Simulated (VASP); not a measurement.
# Mo18HS36 (a cell with a defect) in VASP: a series of runs

Runs on Mo18HS36 (a cell with a defect). Level: PBE. Tasks: single point.

All numbers are computed with VASP 6.6.1; they aren't measurements. Logs are shortened: lines on timing, memory, paths and dates and some standing lists are left out, and cuts for length are marked.

**1. The cell of the first run**

The cell holds a defect, 55 atoms: a = 9.367 Å, b = 9.367 Å, c = 12.083 Å, α = 90.00°, β = 90.00°, γ = 120.00°.

**2. Single point, PBE**

Contents of INCAR:

```
SYSTEM = Mo18HS36
  PREC = Accurate
  ENCUT = 400
  EDIFF = 1E-6
  ISMEAR = -1
  SIGMA = 0.01
  LREAL = Auto
  LASPH = .True.
  NELM = 120
  ALGO = Normal
  ISIF = 2
  LWAVE = .False.
  LCHARG = .True.
  GGA = PE
  LELF = .True.
  LVHAR = .True.
  NELECT = 468.0
  NBANDS = 268
  GGA_COMPAT = .False.
```

Contents of KPOINTS:

```
regular mesh
0
Gamma
  1 1 1
  0 0 0
```

Contents of POSCAR:

```
Mo18HS36
1.0
    9.3669868000      0.0000000800      0.0000000000
   -4.6834934700      8.1120484800      0.0000000000
    0.0000000000      0.0000000000     12.0827026900
Mo S H
18 36 1
Direct
    0.2206639253      0.1157811106      0.2498312735
    0.1058027087      0.2211145552      0.7489616547
    0.2172193169      0.4434878553      0.2501277303
    0.1057339310      0.5540420527      0.7489523025
    0.2205842254      0.7745687169      0.2504888250
    0.1060263157      0.8877695947      0.7482904473
    0.5506189284      0.1102265301      0.2502554335
    0.4396732521      0.2211113468      0.7489045483
    0.5516699621      0.4435281624      0.2500832039
    0.4393545623      0.5544270323      0.7490556734
    0.5517097085      0.7779777169      0.2501591802
    0.4397219690      0.8880210692      0.7489478333
    0.8850231885      0.1101704374      0.2500833694
    0.7727121313      0.2210536516      0.7492115988
    0.8849526960      0.4445449184      0.2502986358
    0.7726547704      0.5540750834      0.7489131556
    0.8794499271      0.7745286465      0.2499840539
    0.7726459580      0.8879686747      0.7489668688
    0.2172823046      0.1102372582      0.6196023516
    0.1068581999      0.2221477098      0.3798732053
    0.2174857674      0.1105222663      0.8776532264
    0.1069527844      0.2231939313      0.1203701719
    0.2171593853      0.4432896317      0.6198162938
    0.1067293371      0.5540292323      0.3801913461
    0.2169684604      0.4432101203      0.8781429348
    0.1069129098      0.5537694952      0.1206438690
    0.2172841941      0.7764766197      0.6196507679
    0.1068005920      0.8885411631      0.3772187496
    0.2174162705      0.7763669064      0.8775827124
    0.1071734325      0.8877552950      0.1306392320
    0.5507057933      0.1100291693      0.6197404002
    0.4407014897      0.2222842934      0.3799534026
    0.5506221517      0.1100491396      0.8782709690
    0.4417203215      0.2232052692      0.1204434171
    0.5504473037      0.4433367188      0.6197692017
    0.4401696203      0.5549993908      0.3793236594
    0.5505692820      0.4431790521      0.8781098296
    0.4401728668      0.5550733549      0.1208281820
    0.5504823797      0.7766049441      0.6198146385
    0.4411491522      0.8884934530      0.3801797593
    0.5505461104      0.7767945386      0.8781452521
    0.4414086522      0.8882499880      0.1206372479
    0.8837461877      0.1100052510      0.6197653946
    0.7735742396      0.2215785498      0.3792866644
    0.8837631534      0.1100035252      0.8783265030
    0.7734984364      0.2217203142      0.1211286943
    0.8837272639      0.4430602132      0.6197449521
    0.7728478424      0.5543978132      0.3800266478
    0.8837069408      0.4431209870      0.8782734519
    0.7720500559      0.5535294752      0.1205080550
    0.8835288423      0.7764795717      0.6196135246
    0.7730254399      0.8883975430      0.3799362707
    0.8832686299      0.7762956477      0.8776412258
    0.7720423905      0.8882147285      0.1204291819
    1.1085606782      0.8850821009      0.0167931799
```

Potentials or basis: VASP PAW PBE potentials, release 64 (Mo_sv, S, H).

On the command line:

```sh
$ cat potpaw_PBE.64/Mo_sv/POTCAR potpaw_PBE.64/S/POTCAR potpaw_PBE.64/H/POTCAR > POTCAR
$ mpirun -np 1 vasp_gam > vasp.out
```

OUTCAR:

```text
SYSTEM = Mo18HS36
   PREC = Accurate
   ENCUT = 400
   EDIFF = 1E-6
   ISMEAR = -1
   LREAL = Auto
   LASPH = .True.
   NELM = 120
   ISIF = 2
   GGA = PE
   NELECT = 468.0

 ion  position               nearest neighbor table
   1  0.221  0.116  0.250-  30 2.34  32 2.38  20 2.38  34 2.38  22 2.38  28 2.40   9 3.09   3 3.09
                             7 3.12  13 3.12   5 3.20  17 3.20
   2  0.106  0.221  0.749-  21 2.38  43 2.38  25 2.38  23 2.38  45 2.38  19 2.39   4 3.12  14 3.12
                            18 3.12  10 3.12   6 3.12   8 3.13
   3  0.217  0.443  0.250-  26 2.38  22 2.38  20 2.38  24 2.38  36 2.39  38 2.39   5 3.09   1 3.09
                            13 3.12  15 3.12   9 3.13  11 3.13
   4  0.106  0.554  0.749-  29 2.38  47 2.38  25 2.38  23 2.38  49 2.38  27 2.39   2 3.12  14 3.12
                            16 3.12  10 3.12   6 3.12  12 3.13
   5  0.221  0.775  0.250-  30 2.34  24 2.38  40 2.38  26 2.38  42 2.38  28 2.40   3 3.09  11 3.09
                            15 3.12   7 3.12  17 3.20   1 3.20
   6  0.106  0.888  0.748-  19 2.38  51 2.38  27 2.38  29 2.39  53 2.39  21 2.39   2 3.12  18 3.12
                             8 3.12  16 3.12  12 3.12   4 3.12
   7  0.551  0.110  0.250-  42 2.39  32 2.39  40 2.39  34 2.39  44 2.39  46 2.39   1 3.12   9 3.12
                            11 3.12   5 3.12  15 3.13  13 3.13
   8  0.440  0.221  0.749-  21 2.38  31 2.38  37 2.38  35 2.38  33 2.38  19 2.39  16 3.12  14 3.12
                            12 3.12  10 3.12   6 3.12   2 3.13
   9  0.552  0.444  0.250-  50 2.38  34 2.38  32 2.38  48 2.38  36 2.39  38 2.39   1 3.09  17 3.09
[... 15 lines left out ...]
  17  0.879  0.775  0.250-  30 2.34  48 2.38  52 2.38  50 2.38  54 2.38  28 2.40   9 3.09  11 3.09
                            15 3.12  13 3.12   5 3.20   1 3.20
  18  0.773  0.888  0.749-  53 2.38  43 2.38  41 2.38  39 2.38  45 2.38  51 2.39  12 3.12  14 3.12
                             2 3.12  10 3.12   6 3.12  16 3.13
  19  0.217  0.110  0.620-   6 2.38   8 2.39   2 2.39
  20  0.107  0.222  0.380-   1 2.38   3 2.38  13 2.39
  21  0.217  0.111  0.878-   8 2.38   2 2.38   6 2.39
  22  0.107  0.223  0.120-   3 2.38   1 2.38  13 2.39
  23  0.217  0.443  0.620-   4 2.38   2 2.38  10 2.38
  24  0.107  0.554  0.380-   5 2.38   3 2.38  15 2.39
  25  0.217  0.443  0.878-   4 2.38   2 2.38  10 2.38
  26  0.107  0.554  0.121-   3 2.38   5 2.38  15 2.39
  27  0.217  0.776  0.620-   6 2.38  12 2.39   4 2.39
  28  0.107  0.889  0.377-   5 2.40  17 2.40   1 2.40
  29  0.217  0.776  0.878-  12 2.38   4 2.38   6 2.39
  30  0.107  0.888  0.131-  55 1.38   5 2.34  17 2.34   1 2.34
  31  0.551  0.110  0.620-  12 2.38   8 2.38  14 2.39
  32  0.441  0.222  0.380-   1 2.38   9 2.38   7 2.39
  33  0.551  0.110  0.878-  14 2.38  12 2.38   8 2.38
  34  0.442  0.223  0.120-   9 2.38   1 2.38   7 2.39
  35  0.550  0.443  0.620-  16 2.38   8 2.38  10 2.39
  36  0.440  0.555  0.379-  11 2.39   3 2.39   9 2.39
[... 16 lines left out ...]
  53  0.883  0.776  0.878-  16 2.38  18 2.38   6 2.39
  54  0.772  0.888  0.120-  11 2.38  17 2.38  13 2.39
  55  0.109  0.885  0.017-  30 1.38

  LATTYP: Found a hexagonal cell.
 ALAT       =     9.3669868000
 C/A-ratio  =     1.2899241718

[... 228 lines left out ...]
   EFERMI =   0.00;   METHOD = LEGACY
   ISMEAR =    -1;   SIGMA  =   0.01  broadening in eV -4-tet -1-fermi 0-gaus
   EFERMI_NEDOS =   21; number of points for ismear=-14 and -15
   IALGO  =     38    algorithm
   IMIX   =      4    mixing-type and parameters
     AMIX     =   0.40;   BMIX     =  1.00
     AMIX_MAG =   1.60;   BMIX_MAG =  1.00
  volume/ion in A,a.u.               =      16.69       112.65
  Fermi-wavevector in a.u.,A,eV,Ry     =   1.307752  2.471292 23.268878  1.710214
  Thomas-Fermi vector in A             =   2.438465
   LORBIT       =      0    0 simple, 1 ext, 2 COOP (PROOUT), +10 PAW based schemes
   GGA     = PE    functional components
   LHFCALC =     F    Hartree Fock is set to
   AEXX    =    0.0000 exact exchange contribution
   IVDW    =     0    specifies the selected vdW correction
   LEPSILON=     F    determine dielectric tensor
   LRPA    =     F    only Hartree local field effects (RPA)
 non-spin polarized calculation
  energy-cutoff  :      400.00
  volume of cell :      918.11
 maximum number of plane-waves:      8324
 NGX is ok and might be reduce to    64
   NGX = 31   NGY = 31   NGZ = 39

 number of electron     468.0000035 magnetization

 Free energy of the ion-electron system (eV)
  ---------------------------------------------------
  ext. energy  EPLUGINS =         0.00000000
  ---------------------------------------------------
  free energy    TOTEN  =      -401.30689992 eV

  energy without entropy =     -401.30689992  energy(sigma->0) =     -401.30689992

 E-fermi :   8.6139     XC(G=0): -11.1014

 val. band max:        8.1890593311   @ k =   0.0000   0.0000   0.0000
 cond. band min:       9.2178220242   @ k =   0.0000   0.0000   0.0000
 fundamental gap:      1.0287626931
 Fermi energy:         8.6138535096

 k-point     1 :       0.0000    0.0000    0.0000
  band No.  band energies     occupation
      1     -53.3755      2.00000
      2     -53.3590      2.00000
      3     -53.3560      2.00000
      4     -53.2962      2.00000
      5     -53.2791      2.00000
      6     -53.2784      2.00000
[... 238 lines left out ...]
    245       9.6318      0.00000
    246       9.7334      0.00000
 [bands above 246 left out]

------------------------ aborting loop because EDIFF is reached ----------------------------------------

  FORCE on cell =-STRESS in cart. coord.  units (eV):
  Direction    XX          YY          ZZ          XY          YZ          ZX
  --------------------------------------------------------------------------------------
  -------------------------------------------------------------------------------------
  Total       34.7866017     34.8443877     22.2794384      0.0055334     -0.0566378      0.0725353
  in kB       60.7055013     60.8063426     38.8794654      0.0096562     -0.0988377      0.1265801
  external PRESSURE =      53.4637698 kB  Pullay stress =       0.0000000 kB

 VOLUME and BASIS-vectors are now :
 -----------------------------------------------------------------------------
  energy-cutoff  :      400.00
  volume of cell :      918.11
      direct lattice vectors                 reciprocal lattice vectors
     9.366986800  0.000000080  0.000000000     0.106757917  0.061636713  0.000000000
    -4.683493470  8.112048480  0.000000000    -0.000000001  0.123273424  0.000000000
     0.000000000  0.000000000 12.082702690     0.000000000  0.000000000  0.082762940

 POSITION                                       TOTAL-FORCE (eV/Angst)
 -----------------------------------------------------------------------------------
      1.52470      0.93922      3.01864        -0.003221     -0.003565      0.019813
     -0.04454      1.79369      9.04948        -0.001037      0.000749      0.001899
     -0.04238      3.59759      3.02222         0.001159      0.000541     -0.004988
     -1.60444      4.49442      9.04937         0.001791      0.000723      0.000225
     -1.56148      6.28334      3.02658         0.032833     -0.017859      0.000883
     -3.16472      7.20163      9.04137        -0.002257      0.001163      0.006431
[... 47 lines left out ...]
      3.07176      7.20524      1.45511         0.002714     -0.003296      0.008175
     -3.12839      7.17983      0.20291        -0.003725      0.005466      0.015491
 -----------------------------------------------------------------------------------
    total drift:                               -0.000844     -0.003880      0.000220

  FREE ENERGIE OF THE ION-ELECTRON SYSTEM (eV)
  ---------------------------------------------------
  free  energy   TOTEN  =      -401.3068999207 eV

  energy  without entropy=     -401.3068999207  energy(sigma->0) =     -401.30689992
```

Run time: 13 min. Hardware: 1 thread of Intel Xeon 8259CL, shared host; peak memory 0.71 GiB.

What came out:

```
Free energy   : -401.3069 eV
Largest force : 0.073 eV/Å
```

Forces in eV/Å, atoms in the order of the input:
```
Mo  -0.003 -0.004  0.020
Mo  -0.001  0.001  0.002
Mo   0.001  0.001 -0.005
Mo   0.002  0.001  0.000
Mo   0.033 -0.018  0.001
Mo  -0.002  0.001  0.006
Mo  -0.001  0.002 -0.004
Mo   0.004  0.003  0.002
Mo  -0.007  0.002  0.003
Mo   0.003 -0.003  0.005
Mo  -0.002 -0.001 -0.007
Mo   0.001  0.001  0.000
Mo  -0.005  0.003  0.001
Mo   0.004 -0.002  0.002
Mo  -0.002  0.001 -0.006
Mo  -0.001 -0.001  0.002
Mo  -0.012 -0.003  0.014
Mo   0.000  0.000  0.001
S    0.000  0.004  0.022
S   -0.003  0.003 -0.015
S   -0.002 -0.009 -0.008
S    0.001 -0.003  0.008
S    0.002  0.000  0.014
S   -0.001  0.002 -0.017
S    0.000 -0.002 -0.006
S    0.002 -0.001  0.010
S    0.004 -0.001  0.018
S    0.002 -0.001 -0.015
S   -0.009  0.006  0.000
S   -0.023  0.017 -0.067
S   -0.002  0.003  0.016
S    0.006  0.003 -0.017
S   -0.001  0.001 -0.004
S    0.002 -0.004  0.002
S    0.001 -0.001  0.019
S    0.002 -0.002 -0.014
S    0.000  0.001 -0.007
S    0.001 -0.002  0.005
S    0.001  0.001  0.014
S   -0.003 -0.003 -0.017
S    0.003  0.003 -0.005
S    0.001 -0.005  0.011
S    0.000  0.002  0.017
S    0.000 -0.002 -0.015
S    0.001  0.001 -0.010
S    0.001 -0.003  0.004
S   -0.001  0.002  0.015
S    0.001 -0.006 -0.018
S    0.000  0.002 -0.003
S    0.004 -0.001  0.002
S   -0.002  0.000  0.021
S   -0.003 -0.002 -0.015
S    0.007  0.008 -0.006
S    0.003 -0.003  0.008
H   -0.004  0.005  0.015
```

Caveat: the k points lie up to 0.77 Å⁻¹ apart; the cell carries a net charge on a neutralising background, which shifts energy and pressure; the cell is charged against a uniform background, so pressure and absolute levels hang on convention.

(Continued in part 2 of 2.)
